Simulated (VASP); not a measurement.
A run of VASP 6.6.1 is set up as follows.

The input INCAR:

```
ALGO = Normal ; EDIFF = 1E-6
ENCUT = 520 ; GGA = CA
ISIF = 2 ; ISMEAR = -1
ISPIN = 2 ; LASPH = True
LCHARG = False ; LMAXMIX = 4
LORBIT = 11 ; LREAL = False
LWAVE = False ; MAGMOM = 0 0
NBANDS = 22 ; NELM = 150
NUPDOWN = 0.0 ; PREC = Accurate
SIGMA = 0.1
```

KPOINTS

```
k-points
0
Gamma
  9 9 5
```

POSCAR

```
CaY
1.0
    1.9766574348     -2.9332380000      0.0000000000
    1.9766574348      2.9332380000      0.0000000000
   -0.0302115573      0.0000000000      6.1761332710
Ca Y
1 1
Direct
    0.0000000000      0.0000000000      0.0000000000
    0.5000000000      0.5000000000      0.5000000000
```

Potentials or basis: VASP PAW LDA potentials, release 64 (Ca_sv, Y_sv).

Command:

```console
$ cat potpaw_LDA.64/Ca_sv/POTCAR potpaw_LDA.64/Y_sv/POTCAR > POTCAR
$ mpirun -np 1 vasp_std > vasp.out
```

Task: Predict the pressure.

Result: -2.5 GPa.

Stress tensor (GPa, compression positive):
```
-2.56  0.00  0.08
 0.00 -2.24  0.00
 0.08  0.00 -2.82
```

Caveat: the total moment is fixed, so each spin has its own Fermi level.
